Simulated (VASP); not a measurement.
Input of a VASP 6.6.1 run:

File INCAR:

```
  ALGO = Normal
  EDIFF = 1E-7
  EDIFFG = -0.02
  ENCUT = 500
  GGA = PE
  GGA_COMPAT = False
  IBRION = 2
  ISIF = 8
  ISMEAR = -1
  LASPH = True
  LCHARG = False
  LREAL = False
  LWAVE = False
  NELM = 120
  NELMIN = 4
  NSW = 50
  PREC = Accurate
  SIGMA = 0.1
```

File KPOINTS:

```
k-points
0
Gamma
  7 7 7
```

POSCAR

```
Na
1.0
   -2.1410000000      2.1410000000      2.1410000000
    2.1410000000     -2.1410000000      2.1410000000
    2.1410000000      2.1410000000     -2.1410000000
Na
1
Direct
    0.0000000000      0.0000000000      0.0000000000
```

Potentials or basis: VASP PAW PBE potentials, release 64 (Na_pv).

Run with:

```bash
$ cat potpaw_PBE.64/Na_pv/POTCAR > POTCAR
$ mpirun -np 1 vasp_std > vasp.out
```

Task: What does it give for the relaxed cell?

Result: a = 3.633 Å, b = 3.633 Å, c = 3.633 Å, α = 109.47°, β = 109.47°, γ = 109.47°.

Task: Predict the space group after relaxing (to 0.05 Å).

Result: Im-3m (No. 229).

Task: What does it give for the relaxed volume?

Result: 36.90 Å³/atom.

The path:
```
step  energy change (eV)  largest force (eV/Å)  pressure (GPa)  volume (Å³)
   1              0.0000                0.0000           -0.43        39.26
   2             -0.0014                0.0000           -0.33        38.66
   3             -0.0031                0.0000            0.01        36.90
```
